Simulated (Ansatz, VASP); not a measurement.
One calculation of BaTe, two programs

Contents of INCAR:

```
ALGO = Normal
EDIFF = 1E-8
ENCUT = 520
GGA = PS
ISIF = 2
ISMEAR = -1
LASPH = True
LCHARG = False
LEFG = True
LREAL = False
LWAVE = False
NBANDS = 15
NELM = 80
PREC = Accurate
SIGMA = 0.05
```

KPOINTS

```
k-points
0
Gamma
  10 10 10
```

POSCAR

```
BaTe
1.0
    0.0000000000      3.3403886307      3.3403886307
    3.3403886307      0.0000000000      3.3403886307
    3.3403886307      3.3403886307      0.0000000000
Ba Te
1 1
Direct
    0.0000000000      0.0000000000      0.0000000000
    0.5000000000      0.5000000000      0.5000000000
```

Input for Ansatz:

```yaml
crystal:
  lattice:
    - [0.0, 3.3403886307, 3.3403886307]
    - [3.3403886307, 0.0, 3.3403886307]
    - [3.3403886307, 3.3403886307, 0.0]
  atoms:
    - { symbol: Ba, position: [0.0, 0.0, 0.0] }
    - { symbol: Te, position: [0.5, 0.5, 0.5] }
kpoints:
  mp_grid: { grid: [10, 10, 10] }
scf:
  occupations: { method: fermi_dirac, width: 0.05 }
hamiltonian:
  xc: pbesol
  pseudopotentials: { kind: all_electron, datasets: crystal }
output:
  forces: true
  stress: true
  eigenvalues: true
  efg: { contact_densities: true }
```

Change from the starting cell: volume scaled by 0.94, crystal datasets.

Alike in both runs: task electric field gradients; functional PBEsol; k mesh 10 × 10 × 10; occupations fermi-dirac, width 0.05 eV; no spin polarisation.

```csv
,VASP,Ansatz
version,VASP 6.6.1,Ansatz 0.2.0
potentials or method,"VASP PAW PBE potentials, release 64 (Ba_sv, Te), cutoff 520 eV","all-electron PAW with datasets made for the crystal, scalar-relativistic"
```

Ansatz gave:

- pressure (GPa): 4.7

**Question.** Estimate VASP's values.

**Answer.** Pressure (GPa): 5.3.

VASP's potentials were made for PBE, not for PBEsol. Ansatz ran all-electron here, and VASP with PAW potentials.

Neither program's run includes spin-orbit coupling.
